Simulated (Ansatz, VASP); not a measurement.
# Ti in VASP and in Ansatz

File INCAR:

```
ALGO = Normal
EDIFF = 1E-8
ENCUT = 520
GGA = PE
ISIF = 2
ISMEAR = -1
LASPH = T
LCHARG = F
LEFG = T
LREAL = F
LWAVE = F
NBANDS = 12
NELM = 80
PREC = Accurate
SIGMA = 0.05
```

Contents of KPOINTS:

```
k-points
0
Gamma
  15 15 15
```

Contents of POSCAR:

```
Ti
1.0
    0.0000000000      2.0025642044      2.0025642044
    2.0025642044      0.0000000000      2.0025642044
    2.0025642044      2.0025642044      0.0000000000
Ti
1
Direct
    0.0000000000      0.0000000000      0.0000000000
```

Input for Ansatz:

```yaml
crystal:
  lattice:
    - [0.0, 2.0025642044, 2.0025642044]
    - [2.0025642044, 0.0, 2.0025642044]
    - [2.0025642044, 2.0025642044, 0.0]
  atoms:
    - { symbol: Ti, position: [0.0, 0.0, 0.0] }
kpoints:
  mp_grid: { grid: [15, 15, 15] }
scf:
  occupations: { method: fermi_dirac, width: 0.05 }
hamiltonian:
  xc: pbe
  pseudopotentials: { kind: paw }
output:
  forces: true
  stress: true
  eigenvalues: true
  efg: { contact_densities: true }
  write_density: true
  write_potential: true
  elf: true
  volumetric_format: npy
```

Change from the starting cell: volume scaled by 0.96, PAW files.

Alike in both runs: task electric field gradients; functional PBE; k mesh 15 × 15 × 15; occupations fermi-dirac, width 0.05 eV; no spin polarisation.

|  | VASP | Ansatz |
| --- | --- | --- |
| version | VASP 6.6.1 | Ansatz 0.2.0 |
| potentials or method | VASP PAW PBE potentials, release 64 (Ti_sv) | PAW with Ansatz's default frozen-core files, scalar-relativistic |
| plane-wave cutoff (eV) | 520 | 420 |
| valence electrons in the cell | 12 | 12 |

|  | VASP | Ansatz | Ansatz less VASP |
| --- | --- | --- | --- |
| pressure (GPa) | 9.4 | 9.8 | +0.40 |

With one functional, cell and mesh, what is left measures potentials, basis and numerics.
